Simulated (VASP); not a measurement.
Runs of VASP 6.6.1 on BaP. The structure is that of space group P6/mmm (No. 191), or close to it. The cells are those of the table. The cell was generated, and may not be a known phase.

```tsv
task	cell	k mesh	cutoff (eV)	gap on the mesh (eV)	pressure (GPa)
single point	a = 7.695, b = 7.695, c = 5.519 Å, angles 90.0, 90.0, 120.0°, 2 atoms	12 × 12 × 10	520	none	0.2
single point	a = 5.951, b = 5.951, c = 5.640 Å, angles 90.0, 90.0, 120.0°, 2 atoms	6 × 6 × 4	520	none	(a)
relaxation of cell and atoms	relaxed from a = 5.028, b = 5.028, c = 5.117 Å, angles 90.0, 90.0, 120.0°, 2 atoms	6 × 6 × 4	600	none	0.0
single point	a = 5.028, b = 5.028, c = 5.117 Å, angles 90.0, 90.0, 120.0°, 2 atoms	6 × 6 × 4	520	none	5.8
```

Alike in all rows: level PBE; potentials or basis VASP PAW PBE potentials, release 64 (Ba_sv, P); no spin polarisation; smearing gaussian 0.1 eV.

**Question.** Estimate the missing entries.

**Answer.** (a) 0.5.

Caveats: spin-orbit coupling is left out, which moves the levels of the heavy elements; an odd number of electrons without spin polarisation forces a metal; a magnetic or distorted state may lie lower; the stress differs along the axes, from 1 to 15 GPa (at least some runs).

A k mesh can miss the band edges, and the runs leave out spin-orbit coupling on Ba.

A gap of «none» marks levels without a gap at the run's occupations.
